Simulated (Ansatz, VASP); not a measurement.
**Ge in VASP and in Ansatz**

INCAR

```
  ALGO = Normal
  EDIFF = 1E-7
  ENCUT = 600
  GGA = PE
  ISIF = 2
  ISMEAR = -1
  LASPH = T
  LCHARG = F
  LREAL = F
  LWAVE = F
  NELM = 60
  PREC = Accurate
  SIGMA = 0.05
```

The input KPOINTS:

```
k-points
0
Gamma
  8 8 8
```

The input POSCAR:

```
Ge
1.0
    0.0000000000      2.8289100000      2.8289100000
    2.8289100000      0.0000000000      2.8289100000
    2.8289100000      2.8289100000      0.0000000000
Ge
2
Direct
    0.7500000000      0.7500000000      0.7500000000
    0.5000000000      0.5000000000      0.5000000000
```

Contents of KPOINTS_OPT:

```
path GXWKGLUWLK,UX
15
line-mode
reciprocal
 0.0000000000  0.0000000000  0.0000000000  G
 0.5000000000  0.0000000000  0.5000000000  X

 0.5000000000  0.0000000000  0.5000000000  X
 0.5000000000  0.2500000000  0.7500000000  W

 0.5000000000  0.2500000000  0.7500000000  W
 0.3750000000  0.3750000000  0.7500000000  K

 0.3750000000  0.3750000000  0.7500000000  K
 0.0000000000  0.0000000000  0.0000000000  G

 0.0000000000  0.0000000000  0.0000000000  G
 0.5000000000  0.5000000000  0.5000000000  L

 0.5000000000  0.5000000000  0.5000000000  L
 0.6250000000  0.2500000000  0.6250000000  U

 0.6250000000  0.2500000000  0.6250000000  U
 0.5000000000  0.2500000000  0.7500000000  W

 0.5000000000  0.2500000000  0.7500000000  W
 0.5000000000  0.5000000000  0.5000000000  L

 0.5000000000  0.5000000000  0.5000000000  L
 0.3750000000  0.3750000000  0.7500000000  K

 0.6250000000  0.2500000000  0.6250000000  U
 0.5000000000  0.0000000000  0.5000000000  X
```

File input.yaml:

```yaml
crystal:
  lattice:
    - [0.0, 2.82891, 2.82891]
    - [2.82891, 0.0, 2.82891]
    - [2.82891, 2.82891, 0.0]
  atoms:
    - { symbol: Ge, position: [0.75, 0.75, 0.75] }
    - { symbol: Ge, position: [0.5, 0.5, 0.5] }
hamiltonian:
  xc: pbe
  pseudopotentials: { kind: paw }
kpoints:
  mp_grid: { grid: [8, 8, 8] }
  band_path:
    path:
      - [[0.0, 0.0, 0.0], [0.5, 0.0, 0.5], [0.5, 0.25, 0.75], [0.375, 0.375, 0.75], [0.0, 0.0, 0.0], [0.5, 0.5, 0.5], [0.625, 0.25, 0.625], [0.5, 0.25, 0.75], [0.5, 0.5, 0.5], [0.375, 0.375, 0.75]]
      - [[0.625, 0.25, 0.625], [0.5, 0.0, 0.5]]
    npoints: 14
scf:
  occupations: { method: fermi_dirac, width: 0.05 }
  n_extra_bands: 6
output:
  forces: true
  stress: true
  eigenvalues: true
  fatbands: false
  write_density: true
  write_potential: true
  elf: true
  volumetric_format: npy
```

Alike in both runs: task band structure; functional PBE; k mesh 8 × 8 × 8; occupations fermi-dirac, width 0.05 eV; no spin polarisation.

|  | VASP | Ansatz |
| --- | --- | --- |
| version | VASP 6.6.1 | Ansatz 0.2.0 |
| potentials or method | VASP PAW PBE potentials, release 64 (Ge_d_GW) | Ansatz PAW |
| plane-wave cutoff (eV) | 600 | 420 |
| valence electrons in the cell | 28 | 28 |

|  | VASP | Ansatz | Ansatz less VASP |
| --- | --- | --- | --- |
| gap on the k mesh at the Fermi level (eV) | none | none | - |
| pressure (GPa) | 3.5 | 3.6 | +0.16 |

A gap of «none» marks a metal or a gap that the smearing closes.
